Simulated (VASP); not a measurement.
# Fe (Im-3m) in VASP: further runs, part 2 of 2

VASP 6.6.1.

## 4. Single point, PBE-based screened hybrid with 25 % exact exchange, collinear spin, ferromagnetic start

This run uses another cell than the first one, of 12.40 Å³/atom.

Contents of POSCAR:

```
Fe
1.0
   -1.4580377386      1.4580377386      1.4580377386
    1.4580377386     -1.4580377386      1.4580377386
    1.4580377386      1.4580377386     -1.4580377386
Fe
1
Direct
    0.0000000000      0.0000000000      0.0000000000
```

Contents of INCAR.step1:

```
  PREC = Accurate
  ENCUT = 520
  EDIFF = 1E-5
  ISMEAR = -1
  SIGMA = 0.05
  LREAL = False
  LASPH = True
  NELM = 150
  ALGO = Normal
  ISIF = 2
  LWAVE = True
  LCHARG = False
  ISPIN = 2
  MAGMOM = 3
  LORBIT = 11
  LMAXMIX = 4
  NBANDS = 14
  GGA = PE
```

Contents of INCAR.step2:

```
  PREC = Accurate
  ENCUT = 520
  EDIFF = 1E-6
  ISMEAR = -1
  SIGMA = 0.05
  LREAL = False
  LASPH = True
  NELM = 150
  ALGO = Normal
  ISIF = 2
  LWAVE = False
  LCHARG = False
  ISPIN = 2
  MAGMOM = 3
  LORBIT = 11
  LMAXMIX = 4
  GGA = PE
  LHFCALC = True
  AEXX = 0.25
  HFSCREEN = 0.3
  PRECFOCK = Normal
  NBANDS = 14
  ISTART = 1
```

Contents of KPOINTS:

```
Automatic mesh
0
Gamma
  7 7 7
```

Potentials or basis: VASP PAW PBE potentials, release 64 (Fe).

The run is started by

```bash
$ cat potpaw_PBE.64/Fe/POTCAR > POTCAR
$ cp INCAR.step1 INCAR
$ mpirun -np 1 vasp_std > vasp.out
$ cp INCAR.step2 INCAR
$ mpirun -np 1 vasp_std > vasp.out
```

OUTCAR:

```text
PREC = Accurate
   ENCUT = 520
   EDIFF = 1E-6
   ISMEAR = -1
   LREAL = False
   LASPH = True
   NELM = 150
   ISIF = 2
   ISPIN = 2
   LORBIT = 11
   GGA = PE
   LHFCALC = True
   AEXX = 0.25
   HFSCREEN = 0.3
   PRECFOCK = Normal
   ISTART = 1

 ion  position               nearest neighbor table
   1  0.000  0.000  0.000-

  LATTYP: Found a body centered cubic cell.
 ALAT       =     2.9160754772

  Lattice vectors:

 A1 = (  -1.4580377386,   1.4580377386,   1.4580377386)
 A2 = (   1.4580377386,  -1.4580377386,   1.4580377386)
 A3 = (   1.4580377386,   1.4580377386,  -1.4580377386)

Analysis of symmetry for initial positions (statically):
=====================================================================
 Subroutine PRICEL returns:
 Original cell was already a primitive cell.

 Routine SETGRP: Setting up the symmetry group for a
 body centered cubic supercell.

 Subroutine GETGRP returns: Found 48 space group operations
 (whereof 48 operations were pure point group operations)
 out of a pool of 48 trial point group operations.

The static configuration has the point symmetry O_h .

Analysis of symmetry for dynamics (positions and initial velocities):
=====================================================================
 Subroutine PRICEL returns:
 Original cell was already a primitive cell.

 Routine SETGRP: Setting up the symmetry group for a
 body centered cubic supercell.

 Subroutine GETGRP returns: Found 48 space group operations
 (whereof 48 operations were pure point group operations)
 out of a pool of 48 trial point group operations.

The dynamic configuration has the point symmetry O_h .

Analysis of structural, dynamic, and magnetic symmetry:
=====================================================================
 Subroutine PRICEL returns:
 Original cell was already a primitive cell.

 Routine SETGRP: Setting up the symmetry group for a
 body centered cubic supercell.

 Subroutine GETGRP returns: Found 48 space group operations
[... 169 lines left out ...]
      8      30.2845      0.00000
      9      30.2845      0.00000
     10      34.9240      0.00000
     11      34.9240      0.00000
     12      36.8768      0.00000
     13      36.8769      0.00000
     14      36.8771      0.00000
[... 308 lines left out ...]
  band No.  band energies     occupation
      1      -1.4688      1.00000
      2      -1.4347      1.00000
      3       2.1976      1.00000
      4       2.1976      1.00000
      5       2.3433      1.00000
      6      12.4558      0.00000
      7      15.7179      0.00000
      8      15.7179      0.00000
      9      20.4957      0.00000
     10      21.9263      0.00000
     11      26.5782      0.00000
     12      42.8931      0.00000
     13      47.8059      0.00000
     14      47.8059      0.00000
 Fermi energy:         5.3293453144

 spin component 2

 k-point     1 :       0.0000    0.0000    0.0000
  band No.  band energies     occupation
      1      -4.2384      1.00000
      2       6.1220      0.00000
      3       6.1221      0.00000
      4       6.1221      0.00000
      5       8.6780      0.00000
      6       8.6781      0.00000
      7      29.5036      0.00000
      8      29.5036      0.00000
      9      29.5036      0.00000
     10      34.9965      0.00000
     11      34.9965      0.00000
     12      37.9695      0.00000
     13      37.9695      0.00000
     14      37.9695      0.00000
[... 309 lines left out ...]
      1       2.7900      1.00000
      2       3.0026      1.00000
      3       8.4836      0.00000
      4       8.4837      0.00000
      5       8.9034      0.00000
      6      13.2980      0.00000
      7      16.0263      0.00000
      8      16.0263      0.00000
      9      22.5716      0.00000
     10      23.4117      0.00000
     11      27.6420      0.00000
     12      43.1418      0.00000
     13      48.2759      0.00000
     14      48.2759      0.00000

------------------------ aborting loop because EDIFF is reached ----------------------------------------

  FORCE on cell =-STRESS in cart. coord.  units (eV):
  Direction    XX          YY          ZZ          XY          YZ          ZX
  --------------------------------------------------------------------------------------
  -------------------------------------------------------------------------------------
  Total        0.0262416      0.0262416      0.0262416     -0.0000000      0.0000000      0.0000000
  in kB        3.3910550      3.3910550      3.3910550     -0.0000000      0.0000000      0.0000000
  external PRESSURE =       3.3910550 kB  Pullay stress =       0.0000000 kB

 VOLUME and BASIS-vectors are now :
 -----------------------------------------------------------------------------
  energy-cutoff  :      520.00
  volume of cell :       12.40
      direct lattice vectors                 reciprocal lattice vectors
    -1.458037739  1.458037739  1.458037739     0.000000000  0.342926652  0.342926652
     1.458037739 -1.458037739  1.458037739     0.342926652  0.000000000  0.342926652
     1.458037739  1.458037739 -1.458037739     0.342926652  0.342926652  0.000000000

 POSITION                                       TOTAL-FORCE (eV/Angst)
 -----------------------------------------------------------------------------------
      0.00000      0.00000      0.00000         0.000000     -0.000000      0.000000
 -----------------------------------------------------------------------------------
    total drift:                                0.000000     -0.000000     -0.000000

  FREE ENERGIE OF THE ION-ELECTRON SYSTEM (eV)
  ---------------------------------------------------
  free  energy   TOTEN  =       -11.1402436282 eV

  energy  without entropy=      -11.1318455699  energy(sigma->0) =      -11.13604460

 total charge

# of ion       s       p       d       tot
------------------------------------------
    1        0.474   0.518   6.126   7.119

 magnetization (x)

# of ion       s       p       d       tot
------------------------------------------
    1       -0.031  -0.138   3.137   2.968
```

OUTCAR.step1:

```text
PREC = Accurate
   ENCUT = 520
   EDIFF = 1E-5
   ISMEAR = -1
   LREAL = False
   LASPH = True
   NELM = 150
   ISIF = 2
   ISPIN = 2
   LORBIT = 11
   GGA = PE
[... 908 lines left out ...]
    total drift:                                0.000000     -0.000000      0.000000

  FREE ENERGIE OF THE ION-ELECTRON SYSTEM (eV)
  ---------------------------------------------------
  free  energy   TOTEN  =        -8.2102092310 eV

  energy  without entropy=       -8.2024666627  energy(sigma->0) =       -8.20633795

 total charge

# of ion       s       p       d       tot
------------------------------------------
    1        0.451   0.469   6.180   7.100

 magnetization (x)

# of ion       s       p       d       tot
------------------------------------------
    1       -0.013  -0.045   2.413   2.355
```

OSZICAR.step1:

```text
N       E                     dE             d eps       ncg     rms          rms(c)
DAV:   1     0.235357067600E+02    0.23536E+02   -0.38447E+03  1192   0.699E+02
DAV:   2    -0.819485389545E+01   -0.31731E+02   -0.29348E+02  1222   0.130E+02
DAV:   3    -0.912776778213E+01   -0.93291E+00   -0.93061E+00  1358   0.235E+01
DAV:   4    -0.913071178562E+01   -0.29440E-02   -0.29438E-02  1312   0.122E+00
DAV:   5    -0.913072882927E+01   -0.17044E-04   -0.17043E-04  1360   0.929E-02    0.105E+01
DAV:   6    -0.832751736480E+01    0.80321E+00   -0.11483E+01  1354   0.379E+01    0.680E+00
DAV:   7    -0.822467671369E+01    0.10284E+00   -0.10194E+00  1348   0.107E+01    0.357E+00
DAV:   8    -0.821752673573E+01    0.71500E-02   -0.74494E-03  1340   0.563E-01    0.133E+00
DAV:   9    -0.821041387500E+01    0.71129E-02   -0.80882E-03  1504   0.553E-01    0.304E-01
DAV:  10    -0.821016706948E+01    0.24681E-03   -0.41172E-04  1330   0.238E-01    0.917E-02
DAV:  11    -0.821020854113E+01   -0.41472E-04   -0.12879E-04  1370   0.980E-02    0.545E-02
DAV:  12    -0.821020923104E+01   -0.68992E-06   -0.27333E-06   782   0.161E-02
   1 F= -.82102092E+01 E0= -.82063379E+01  d E =-.774257E-02  mag=     2.3468
```

It took 34 min on 1 thread of Oxide Virtual Turin-like, shared host; peak memory 0.21 GiB.

What came out:

```
Free energy                                           : -11.1402 eV
Pressure                                              : 0.3 GPa
Net moment                                            : 2.89 μB per cell
Site moments                                          : Fe +2.97 μB
Valence electrons inside the program's atomic spheres : Fe 7.12
```

Caveat: the k points lie up to 0.44 Å⁻¹ apart; the PAW data sets were made with another functional, which shifts forces and pressure a little.

## 5. Summary

```tsv
level	potentials or basis	cell	k mesh	cutoff (eV)	smearing	grid for exact exchange (PRECFOCK)	share of exact exchange	screening parameter	gap on the mesh (eV)	pressure (GPa)	moment (μB)
PBEsol+D3(BJ)	VASP PAW PBE potentials, release 64 (Fe_sv)	a = 2.499 Å, angles 109.5°, 1 atom	13 × 13 × 13	690	methfessel-paxton 0.1 eV	-	-	-	none	-23.3	2.27
PBEsol+D3(BJ)	VASP PAW PBE potentials, release 64 (Fe_sv)	a = 2.548 Å, angles 109.5°, 1 atom	13 × 13 × 13	690	methfessel-paxton 0.1 eV	-	-	-	none	-25.3	2.53
PBE-based screened hybrid with 25 % exact exchange	VASP PAW PBE potentials, release 64 (Fe)	a = 2.525 Å, angles 109.5°, 1 atom	7 × 7 × 7	520	fermi-dirac 0.05 eV	Normal	0.25	0.3 1/Å	none	0.3	2.89
```

Alike in all rows: task single point; spin collinear, ferromagnetic start.

Caveats: some runs use coarse meshes; the PAW data sets were made with another functional, which shifts forces and pressure a little; the cell stands under tension (at least some runs).

Absolute energies hang on the potentials; compare differences alone.
